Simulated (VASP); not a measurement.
Wanted: the native input for a VASP 6.6.1 run.

```yaml
Task: single point
Functional: PBE
Potentials_or_basis: VASP PAW PBE potentials, release 64 (Sn_d, Ge_d)
Cutoff: 520 eV
k_mesh: 6 × 6 × 4
Occupations: gaussian, width 0.1 eV
Spin: no spin polarisation
Dipole_correction: no
Further_INCAR_settings: ALGO = Normal; EDIFF = 1e-06; NBANDS = 51
```

The structure of SnGe5 lies in POSCAR:

```
SnGe5
1.0
    5.6322519100      0.0000000000      0.0000000000
   -2.8161259600      4.8776732400      0.0000000000
    0.0000000000      0.0000000000      4.6052802300
Sn Ge
1 5
Direct
    0.0000000000      0.0000000000      0.0000000000
    0.3333333300      0.6666666700      0.0000000000
    0.6666666700      0.3333333300      0.0000000000
    0.5000000000      0.0000000000      0.5000000000
    0.5000000000      0.5000000000      0.5000000000
    0.0000000000      0.5000000000      0.5000000000
```

The cell was built from a structure type or drawn by symmetry, and may not be a known phase.

These files were run (other wordings do the same):

INCAR

```
ALGO = Normal
EDIFF = 1E-6
ENCUT = 520
GGA = PE
ISIF = 2
ISMEAR = 0
LASPH = T
LCHARG = T
LELF = T
LREAL = F
LVHAR = T
LWAVE = F
NBANDS = 51
NELM = 80
PREC = Accurate
SIGMA = 0.1
```

KPOINTS

```
k-points
0
Gamma
  6 6 4
```

Potentials or basis: VASP PAW PBE potentials, release 64 (Sn_d, Ge_d).

Run with:

```console
$ cat potpaw_PBE.64/Sn_d/POTCAR potpaw_PBE.64/Ge_d/POTCAR > POTCAR
$ mpirun -np 1 vasp_std > vasp.out
```

Results of the run:

The pressure is 3.1 GPa and the band gap on the k mesh is zero (bands 42 and 43 overlap by 2.39 eV).

Caveat: the cell stands under pressure; spin-orbit coupling is left out, which moves the levels of the heavy elements.

Run time: 99 s on 1 thread of Intel(R) Xeon(R) Platinum 8488C (Sapphire Rapids) (shared host), peak memory 0.29 GiB.
